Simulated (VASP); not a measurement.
# Ba3HfO (P6/mmm) in VASP: notebook

The runs below take Ba3HfO through single point, relaxation of cell and atoms, with PBE.

All numbers are computed with VASP 6.6.1; they aren't measurements. Logs are shortened: lines on timing, memory, paths and dates and some standing lists are left out, and cuts for length are marked.

## 1. The cell of the first run

The structure is hexagonal, space group P6/mmm (No. 191). The conventional cell has a = 5.819 Å, b = 5.819 Å, c = 4.937 Å, α = 90.00°, β = 90.00°, γ = 120.00°. Ba (site symmetry mmm) has 2 Hf at 2.91 Å and 4 Ba at 2.91 Å within 3.8 Å. Hf (site symmetry 6/mmm) has 2 O at 2.47 Å and 6 Ba at 2.91 Å within 3.3 Å. Within 3.3 Å of O (site symmetry 6/mmm) lie 2 Hf at 2.47 Å.

## 2. Single point, PBE

Input file INCAR:

```
ALGO     = Normal         # electronic algorithm
EDIFF    = 1E-7           # SCF threshold, eV
ENCUT    = 520            # plane-wave cutoff, eV
GGA      = PE             # functional
ISIF     = 2              # what is computed and relaxed
ISMEAR   = 0              # smearing method
LASPH    = T              # aspherical terms in the spheres
LCHARG   = T              # write CHGCAR
LELF     = T              # ELF
LREAL    = F              # projectors in reciprocal space
LVHAR    = T            
LWAVE    = F              # write WAVECAR
NBANDS   = 31             # bands
NELM     = 60             # most SCF steps
PREC     = Accurate       # precision mode
SIGMA    = 0.1            # smearing width, eV
```

Input file KPOINTS:

```
k-points
0
Gamma
  3 3 4
```

Input file POSCAR:

```
Ba3HfO
1.0
    5.8186329600      0.0000000000      0.0000000000
   -2.9093164800      5.0390839600      0.0000000000
    0.0000000000      0.0000000000      4.9366555500
Ba Hf O
3 1 1
Direct
    0.5000000000      0.0000000000      0.5000000000
    0.0000000000      0.5000000000      0.5000000000
    0.5000000000      0.5000000000      0.5000000000
    0.0000000000      0.0000000000      0.5000000000
    0.0000000000      0.0000000000      0.0000000000
```

Potentials or basis: VASP PAW PBE potentials, release 64 (Ba_sv, Hf_pv, O).

Run with:

```bash
> cat potpaw_PBE.64/Ba_sv/POTCAR potpaw_PBE.64/Hf_pv/POTCAR potpaw_PBE.64/O/POTCAR > POTCAR
> mpirun -np 1 vasp_std > vasp.out
```

OUTCAR:

```text
EDIFF = 1E-7
   ENCUT = 520
   GGA = PE
   ISIF = 2
   ISMEAR = 0
   LASPH = T
   LREAL = F
   NELM = 60
   PREC = Accurate

 ion  position               nearest neighbor table
   1  0.500  0.000  0.500-   4 2.91   4 2.91   2 2.91   3 2.91   3 2.91   2 2.91
   2  0.000  0.500  0.500-   3 2.91   3 2.91   4 2.91   4 2.91   1 2.91   1 2.91
   3  0.500  0.500  0.500-   2 2.91   2 2.91   4 2.91   1 2.91   1 2.91   4 2.91
   4  0.000  0.000  0.500-   5 2.47   5 2.47   1 2.91   1 2.91   3 2.91   2 2.91   2 2.91   3 2.91

   5  0.000  0.000  0.000-   4 2.47   4 2.47

  LATTYP: Found a hexagonal cell.
 ALAT       =     5.8186329600
 C/A-ratio  =     0.8484218860

  Lattice vectors:

 A1 = (   5.8186329600,   0.0000000000,   0.0000000000)
 A2 = (  -2.9093164800,   5.0390839600,   0.0000000000)
 A3 = (   0.0000000000,   0.0000000000,   4.9366555500)

Analysis of symmetry for initial positions (statically):
=====================================================================
 Subroutine PRICEL returns:
 Original cell was already a primitive cell.

 Routine SETGRP: Setting up the symmetry group for a
 hexagonal supercell.

 Subroutine GETGRP returns: Found 24 space group operations
 (whereof 24 operations were pure point group operations)
 out of a pool of 24 trial point group operations.

The static configuration has the point symmetry D_6h.

Analysis of symmetry for dynamics (positions and initial velocities):
=====================================================================
 Subroutine PRICEL returns:
 Original cell was already a primitive cell.

 Routine SETGRP: Setting up the symmetry group for a
 hexagonal supercell.

 Subroutine GETGRP returns: Found 24 space group operations
 (whereof 24 operations were pure point group operations)
 out of a pool of 24 trial point group operations.

The dynamic configuration has the point symmetry D_6h.

 Subroutine INISYM returns: Found 24 space group operations
 (whereof 24 operations are pure point group operations),
 and found     1 'primitive' translations

----------------------------------------------------------------------------------------

                                     Primitive cell

  volume of cell :     144.7456

  direct lattice vectors                    reciprocal lattice vectors
     5.818632960  0.000000000  0.000000000     0.171861674  0.099224384  0.000000000
    -2.909316480  5.039083960  0.000000000     0.000000000  0.198448767  0.000000000
     0.000000000  0.000000000  4.936655550     0.000000000  0.000000000  0.202566290

  length of vectors
     5.818632960  5.818632961  4.936655550     0.198448767  0.198448767  0.202566290

  position of ions in fractional coordinates (direct lattice)
     0.500000000  0.000000000  0.500000000
     0.000000000  0.500000000  0.500000000
     0.500000000  0.500000000  0.500000000
     0.000000000  0.000000000  0.500000000
     0.000000000  0.000000000  0.000000000

  ion indices of the primitive-cell ions
   primitive index   ion index
                 1           1
                 2           2
                 3           3
                 4           4
                 5           5

----------------------------------------------------------------------------------------

 KPOINTS: k-points

Automatic generation of k-mesh.
 Grid dimensions read from file:
 generate k-points for:    3    3    4

 Generating k-lattice:

  Cartesian coordinates                     Fractional coordinates (reciprocal lattice)
     0.057287225  0.033074795  0.000000000     0.333333333 -0.000000000  0.000000000
     0.000000000  0.066149589  0.000000000     0.000000000  0.333333333  0.000000000
     0.000000000  0.000000000  0.050641573     0.000000000  0.000000000  0.250000000

  Length of vectors
     0.066149589  0.066149589  0.050641573

  Shift w.r.t. Gamma in fractional coordinates (k-lattice)
     0.000000000  0.000000000  0.000000000

 Subroutine IBZKPT returns following result:
 ===========================================

 Found      9 irreducible k-points:

 Following reciprocal coordinates:
            Coordinates               Weight
  0.000000  0.000000  0.000000      1.000000
  0.333333 -0.000000  0.000000      6.000000
  0.333333  0.333333  0.000000      2.000000
  0.000000  0.000000  0.250000      2.000000
  0.333333 -0.000000  0.250000     12.000000
  0.333333  0.333333  0.250000      4.000000
  0.000000  0.000000  0.500000      1.000000
  0.333333 -0.000000  0.500000      6.000000
  0.333333  0.333333  0.500000      2.000000
   k-points           NKPTS =      9   k-points in BZ     NKDIM =      9   number of bands    NBANDS=     31
   number of dos      NEDOS =    301   number of ions     NIONS =      5
   total plane-waves  NPLWV =  92160
   dimension x,y,z NGX =    48 NGY =   48 NGZ =   40
   dimension x,y,z NGXF=    96 NGYF=   96 NGZF=   80
   ions per type =               3   1   1
   NGX,Y,Z   is equivalent  to a cutoff of  13.71, 13.71, 13.47 a.u.
   NGXF,Y,Z  is equivalent  to a cutoff of  27.43, 27.43, 26.94 a.u.
 SYSTEM =  unknown system
   PREC   = accura    normal or accurate (medium, high low for compatibility)
   ISTART =      0    job   : 0-new  1-cont  2-samecut
   ICHARG =      2    charge: 1-file 2-atom 10-const
   ISPIN  =      1    spin polarized calculation?
   LNONCOLLINEAR =      F non collinear calculations
   LSORBIT =      F    spin-orbit coupling
   LASPH  =      T    aspherical Exc in radial PAW
   ENCUT  =  520.0 eV  38.22 Ry    6.18 a.u.  10.82 10.82  9.18*2*pi/ulx,y,z
   NELM   =     60;   NELMIN=  2; NELMDL= -5     # of ELM steps
   EDIFF  = 0.1E-06   stopping-criterion for ELM
   LREAL  =      F    real-space projection
   EDIFFG = 0.1E-05   stopping-criterion for IOM
   NSW    =      0    number of steps for IOM
   IBRION =     -1    ionic relax: 0-MD 1-quasi-New 2-CG
   NFREE  =      0    steps in history (QN), initial steepest desc. (CG)
   ISIF   =      2    stress and relaxation
   ISYM   =      2    0-nonsym 1-usesym 2-fastsym
   POTIM  = 0.5000    time-step for ionic-motion
   TEBEG  =    0.0;   TEEND  =   0.0 temperature during run
   PSTRESS=    0.0 pullay stress
   NELECT =      46.0000    total number of electrons
   NUPDOWN=      -1.0000    fix difference up-down
   EMIN   =  10.00;   EMAX   =-10.00  energy-range for DOS
   EFERMI =   0.00;   METHOD = LEGACY
   ISMEAR =     0;   SIGMA  =   0.10  broadening in eV -4-tet -1-fermi 0-gaus
   EFERMI_NEDOS =   21; number of points for ismear=-14 and -15
   IALGO  =     38    algorithm
   IMIX   =      4    mixing-type and parameters
     AMIX     =   0.40;   BMIX     =  1.00
     AMIX_MAG =   1.60;   BMIX_MAG =  1.00
  volume/ion in A,a.u.               =      28.95       195.36
  Fermi-wavevector in a.u.,A,eV,Ry     =   1.117186  2.111176 16.981506  1.248105
  Thomas-Fermi vector in A             =   2.253807
   LORBIT       =      0    0 simple, 1 ext, 2 COOP (PROOUT), +10 PAW based schemes
   GGA     = PE    functional components
   LHFCALC =     F    Hartree Fock is set to
   AEXX    =    0.0000 exact exchange contribution
   IVDW    =     0    specifies the selected vdW correction
   LEPSILON=     F    determine dielectric tensor
   LRPA    =     F    only Hartree local field effects (RPA)
 non-spin polarized calculation
 Gauss-broadening in eV      SIGMA  =   0.10
  energy-cutoff  :      520.00
  volume of cell :      144.75
 maximum number of plane-waves:      3918
 NGX is ok and might be reduce to    48
   NGX = 21   NGY = 21   NGZ = 19

 number of electron      45.9999997 magnetization

 Free energy of the ion-electron system (eV)
  ---------------------------------------------------
  ext. energy  EPLUGINS =         0.00000000
  ---------------------------------------------------
  free energy    TOTEN  =       -12.62458507 eV

  energy without entropy =      -12.58342750  energy(sigma->0) =      -12.60400629

 E-fermi :   3.5215     XC(G=0):  -9.2056

 val. band max:        3.4785262727   @ k =   0.3333  -0.0000   0.2500
 cond. band min:       3.5219894245   @ k =   0.3333  -0.0000   0.2500
 fundamental gap:      0.0434631518
 Fermi energy:         3.5214760105

 k-point     1 :       0.0000    0.0000    0.0000
  band No.  band energies     occupation
      1     -27.6093      2.00000
      2     -27.6093      2.00000
      3     -27.3660      2.00000
      4     -26.1843      2.00000
      5     -24.4813      2.00000
      6     -24.4813      2.00000
[... 23 lines left out ...]
     30       6.4517      0.00000
     31       6.4517      0.00000

 k-point     2 :       0.3333   -0.0000    0.0000
  band No.  band energies     occupation
      1     -27.7120      2.00000
      2     -27.6323      2.00000
      3     -27.3658      2.00000
      4     -25.7605      2.00000
      5     -24.8922      2.00000
      6     -24.4415      2.00000
[... 23 lines left out ...]
     30       6.5005      0.00000
     31       6.5641      0.00000

 k-point     3 :       0.3333    0.3333    0.0000
  band No.  band energies     occupation
      1     -27.7000      2.00000
      2     -27.7000      2.00000
      3     -27.3657      2.00000
      4     -25.2859      2.00000
      5     -25.2859      2.00000
      6     -24.5037      2.00000
[... 23 lines left out ...]
     30       5.4319      0.00000
     31       5.4660      0.00000

 k-point     4 :       0.0000    0.0000    0.2500
  band No.  band energies     occupation
      1     -27.6092      2.00000
      2     -27.6092      2.00000
      3     -27.3719      2.00000
      4     -26.1823      2.00000
      5     -24.4799      2.00000
      6     -24.4799      2.00000
[... 125 lines left out ...]
     30       6.2151      0.00000
     31       8.3207      0.00000

 k-point     8 :       0.3333   -0.0000    0.5000
  band No.  band energies     occupation
      1     -27.7115      2.00000
      2     -27.6320      2.00000
      3     -27.3774      2.00000
      4     -25.7570      2.00000
      5     -24.8891      2.00000
      6     -24.4387      2.00000
[... 23 lines left out ...]
     30       6.8694      0.00000
     31       6.9766      0.00000

 k-point     9 :       0.3333    0.3333    0.5000
  band No.  band energies     occupation
      1     -27.6995      2.00000
      2     -27.6995      2.00000
      3     -27.3773      2.00000
      4     -25.2827      2.00000
      5     -25.2827      2.00000
      6     -24.5008      2.00000
[... 23 lines left out ...]
     30       6.7123      0.00000
     31       6.9456      0.00000

------------------------ aborting loop because EDIFF is reached ----------------------------------------

  FORCE on cell =-STRESS in cart. coord.  units (eV):
  Direction    XX          YY          ZZ          XY          YZ          ZX
  --------------------------------------------------------------------------------------
  -------------------------------------------------------------------------------------
  Total       29.4717905     29.4717906    -14.5134031      0.0000000      0.0000000      0.0000000
  in kB      326.2208547    326.2208548   -160.6476797      0.0000000      0.0000000      0.0000000
  external PRESSURE =     163.9313433 kB  Pullay stress =       0.0000000 kB

 VOLUME and BASIS-vectors are now :
 -----------------------------------------------------------------------------
  energy-cutoff  :      520.00
  volume of cell :      144.75
      direct lattice vectors                 reciprocal lattice vectors
     5.818632960  0.000000000  0.000000000     0.171861674  0.099224384  0.000000000
    -2.909316480  5.039083960  0.000000000     0.000000000  0.198448767  0.000000000
     0.000000000  0.000000000  4.936655550     0.000000000  0.000000000  0.202566290

 POSITION                                       TOTAL-FORCE (eV/Angst)
 -----------------------------------------------------------------------------------
      2.90932      0.00000      2.46833         0.000000      0.000000      0.000000
     -1.45466      2.51954      2.46833         0.000000      0.000000      0.000000
      1.45466      2.51954      2.46833        -0.000000      0.000000      0.000000
      0.00000      0.00000      2.46833        -0.000000      0.000000      0.000000
      0.00000      0.00000      0.00000         0.000000      0.000000      0.000000
 -----------------------------------------------------------------------------------
    total drift:                                0.000000      0.000000     -0.000000

  FREE ENERGIE OF THE ION-ELECTRON SYSTEM (eV)
  ---------------------------------------------------
  free  energy   TOTEN  =       -12.6245850744 eV

  energy  without entropy=      -12.5834274970  energy(sigma->0) =      -12.60400629
```

Run time: 28 s. Hardware: 1 thread of Intel Xeon 6975P-C (Granite Rapids), shared host; peak memory 0.3 GiB.

Results:

| Item | Value |
| --- | --- |
| Free energy | -12.6246 eV |
| Pressure | 16.4 GPa |
| Band gap on the k mesh | zero (band 23 reaches 3.92 eV, above the bottom of band 24 at 2.30 eV) |

Levels at points of the mesh, in eV from the Fermi level:
```tsv
k point	band 20	band 21	band 22	band 23	band 24	band 25	band 26	band 27
(0.00, 0.00, 0.00)	-2.55	-2.07	-2.07	-1.33	-1.22	-1.22	-1.19	-0.13
(0.00, 0.00, 0.50)	-3.34	-2.05	-2.05	-1.86	-0.10	0.03	0.03	1.56
```

Caveat: the k points lie up to 0.42 Å⁻¹ apart; spin-orbit coupling is left out, which moves the levels of the heavy elements.

## 3. Single point, PBE

This run uses another cell than the first one, of 43.31 Å³/atom, 1.496 times its volume.

Input file INCAR:

```
ALGO = Normal ; EDIFF = 1E-6
ENCUT = 520 ; GGA = PE
ISIF = 2 ; ISMEAR = 0
LASPH = True ; LCHARG = False
LREAL = False ; LWAVE = False
NBANDS = 31 ; NELM = 60
PREC = Accurate ; SIGMA = 0.1
```

KPOINTS is that of step 2.

Changes to POSCAR since step 2:

```diff
@@ -2,5 +2,5 @@
 1.0
-    5.8186329600      0.0000000000      0.0000000000
-   -2.9093164800      5.0390839600      0.0000000000
-    0.0000000000      0.0000000000      4.9366555500
+    7.9104282259      0.0000000000      0.0000000000
+   -3.9552141130      6.8506317985      0.0000000000
+    0.0000000000      0.0000000000      3.9958587165
 Ba Hf O
```

Potentials or basis: VASP PAW PBE potentials, release 64 (Ba_sv, Hf_pv, O).

Run with:

```bash
> cat potpaw_PBE.64/Ba_sv/POTCAR potpaw_PBE.64/Hf_pv/POTCAR potpaw_PBE.64/O/POTCAR > POTCAR
> mpirun -np 1 vasp_std > vasp.out
```

Run time: 30 s. Hardware: 1 thread of Intel Xeon 6975P-C (Granite Rapids), shared host; peak memory 0.34 GiB.

Results (log left out):

```
Free energy            : -22.7743 eV
Pressure               : 0.1 GPa
Band gap on the k mesh : zero (band 23 reaches 2.48 eV, above the bottom of band 24 at 1.81 eV)
```

Stress tensor (GPa, compression positive):
```
 0.40  0.00  0.00
 0.00  0.40  0.00
 0.00  0.00 -0.43
```

Levels at points of the mesh, in eV from the Fermi level:
```tsv
k point	band 21	band 22	band 23	band 24	band 25	band 26
(0.00, 0.00, 0.00)	-1.54	-1.01	-1.01	-0.02	0.51	0.51
(0.00, 0.00, 0.50)	-1.13	-0.41	-0.31	-0.31	0.16	0.16
```

Caveat: the k points lie up to 0.39 Å⁻¹ apart; spin-orbit coupling is left out, which moves the levels of the heavy elements.

## 4. Relaxation of cell and atoms, PBE

Input file INCAR:

```
SYSTEM = Ba3HfO
PREC     = Accurate       ! precision mode
ENCUT    = 600            ! plane-wave cutoff, eV
EDIFF    = 1E-7           ! SCF threshold, eV
ISMEAR   = 0              ! smearing method
SIGMA    = 0.1            ! smearing width, eV
LREAL    = .FALSE.        ! projectors in reciprocal space
LASPH    = .TRUE.         ! aspherical terms in the spheres
NELM     = 60             ! most SCF steps
ALGO     = Normal         ! electronic algorithm
ISIF     = 3              ! what is computed and relaxed
LWAVE    = .FALSE.        ! write WAVECAR
LCHARG   = .FALSE.        ! write CHGCAR
GGA      = PE             ! functional
IBRION   = 2              ! ionic algorithm
NSW      = 90             ! ionic steps
EDIFFG   = -0.04          ! ionic threshold
```

Input file KPOINTS:

```
regular mesh
0
G
  3 3 4
  0 0 0
```

Changes to POSCAR since step 3:

```diff
@@ -2,5 +2,5 @@
 1.0
-    7.9104282259      0.0000000000      0.0000000000
-   -3.9552141130      6.8506317985      0.0000000000
-    0.0000000000      0.0000000000      3.9958587165
+    5.8186329600      0.0000000000      0.0000000000
+   -2.9093164800      5.0390839600      0.0000000000
+    0.0000000000      0.0000000000      4.9366555500
 Ba Hf O
```

Run with:

```bash
> cat potpaw_PBE.64/Ba_sv/POTCAR potpaw_PBE.64/Hf_pv/POTCAR potpaw_PBE.64/O/POTCAR > POTCAR
> mpirun -np 1 vasp_std > vasp.out
```

Wall time 2.8 min (1 thread of Intel Xeon 6975P-C (Granite Rapids), shared host); peak memory 0.33 GiB.

The run converged. Its results:

```
Free energy                            : -22.5783 eV
Relaxed volume                         : 41.87 Å³/atom
Relaxed cell                           : a = 7.790 Å, b = 7.790 Å, c = 3.983 Å, α = 90.00°, β = 90.00°, γ = 120.00°
Space group after relaxing (to 0.05 Å) : P6/mmm (No. 191)
Energy gained by relaxing              : 1990.4 meV/atom
Ionic steps                            : 9
Pressure after relaxing                : 0.0 GPa
Band gap on the k mesh                 : zero (band 23 reaches 2.61 eV, above the bottom of band 24 at 1.90 eV)
```

The path:
| step | energy change (eV) | largest force (eV/Å) | pressure (GPa) | volume (Å³) |
| --- | --- | --- | --- | --- |
| 1 | 0.0000 | 0.0000 | 16.37 | 144.75 |
| 2 | -9.4781 | 0.0000 | -1.08 | 205.24 |
| 3 | -9.8571 | 0.0000 | -1.55 | 216.37 |
| 4 | -9.8906 | 0.0000 | -1.58 | 219.51 |
| 5 | -9.8764 | 0.0000 | 1.37 | 206.40 |
| 6 | -9.9447 | 0.0000 | -0.32 | 213.12 |
| 7 | -9.9447 | 0.0000 | -0.30 | 212.99 |
| 8 | -9.9512 | 0.0000 | -0.09 | 210.35 |
| 9 | -9.9518 | 0.0000 | -0.01 | 209.34 |

Final structure:
```cif
data_structure
_symmetry_space_group_name_H-M 'P 1'
_symmetry_Int_Tables_number 1
_cell_length_a 7.7900
_cell_length_b 7.7900
_cell_length_c 3.9833
_cell_angle_alpha 90.000
_cell_angle_beta 90.000
_cell_angle_gamma 120.000
_cell_volume 209.34
loop_
_atom_site_label
_atom_site_type_symbol
_atom_site_fract_x
_atom_site_fract_y
_atom_site_fract_z
_atom_site_occupancy
Ba1 Ba 0.50000 0.00000 0.50000 1
Ba2 Ba 0.00000 0.50000 0.50000 1
Ba3 Ba 0.50000 0.50000 0.50000 1
Hf1 Hf 0.00000 0.00000 0.50000 1
O1 O 0.00000 0.00000 0.00000 1
```

Levels at points of the mesh, in eV from the Fermi level:
| k point | band 20 | band 21 | band 22 | band 23 | band 24 | band 25 | band 26 | band 27 |
| --- | --- | --- | --- | --- | --- | --- | --- | --- |
| (0.00, 0.00, 0.00) | -3.10 | -1.56 | -1.02 | -1.02 | -0.04 | 0.57 | 0.57 | 1.41 |
| (0.00, 0.00, 0.50) | -2.12 | -1.17 | -0.43 | -0.35 | -0.35 | 0.18 | 0.18 | 1.00 |

Caveat: the k points lie up to 0.39 Å⁻¹ apart in the final cell; the volume moved by over 15 % at a fixed basis, so the end points are rough; spin-orbit coupling is left out, which moves the levels of the heavy elements.

## 5. The runs side by side

| task | cell | cutoff (eV) | gap on the mesh (eV) | pressure (GPa) |
| --- | --- | --- | --- | --- |
| single point | a = 5.819, b = 5.819, c = 4.937 Å, angles 90.0, 90.0, 120.0°, 5 atoms | 520 | none | 16.4 |
| single point | a = 7.910, b = 7.910, c = 3.996 Å, angles 90.0, 90.0, 120.0°, 5 atoms | 520 | none | 0.1 |
| relaxation of cell and atoms | relaxed from a = 5.819, b = 5.819, c = 4.937 Å, angles 90.0, 90.0, 120.0°, 5 atoms | 600 | none | 0.0 |

Alike in all rows: level PBE; potentials or basis VASP PAW PBE potentials, release 64 (Ba_sv, Hf_pv, O); no spin polarisation; k mesh 3 × 3 × 4; smearing gaussian 0.1 eV.

Caveats: all runs use coarse meshes; spin-orbit coupling is left out, which moves the levels of the heavy elements; the volume moved by over 15 % at a fixed basis, so the end points are rough (some runs).

Total energies depend on the potentials used, so only differences within one code and one set of settings carry meaning.
